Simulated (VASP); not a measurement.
A run of VASP 6.6.1:

Contents of INCAR:

```
SYSTEM = Rh
PREC = Accurate ; ENCUT = 520
EDIFF = 1E-6 ; ISMEAR = -1
SIGMA = 0.1 ; LREAL = .False.
LASPH = .True. ; NELM = 80
ALGO = Normal ; ISIF = 2
LWAVE = .False. ; LCHARG = .False.
GGA = B5 ; ALDAX = 1.0
AGGAX = 1.0 ; AGGAC = 1.0
ALDAC = 0.0 ; NBANDS = 22
```

KPOINTS

```
Automatic mesh
0
Gamma
  15 15 8
  0 0 0
```

POSCAR

```
Rh
1.0
    2.7394198920      0.0000000000      0.0000000000
   -1.3697099460      2.3724072181      0.0000000000
    0.0000000000      0.0000000000      4.4059262567
Rh
2
Direct
    0.3333333333      0.6666666667      0.2500000000
    0.6666666667      0.3333333333      0.7500000000
```

Potentials or basis: VASP PAW PBE potentials, release 64 (Rh_pv).

The run is started by

```bash
$ cat potpaw_PBE.64/Rh_pv/POTCAR > POTCAR
$ mpirun -np 1 vasp_std > vasp.out
```

Hardware: 1 thread of Intel(R) Xeon(R) Platinum 8375C CPU @ 2.90GHz (Ice Lake), with other jobs on the host.

**Question.** How long does it take, and how much memory?

**Answer.** Run time: 36 s on 1 thread of Intel(R) Xeon(R) Platinum 8375C CPU @ 2.90GHz (Ice Lake), on a shared host, peak memory 0.19 GiB. Counts: scf iterations 11, k points 135.
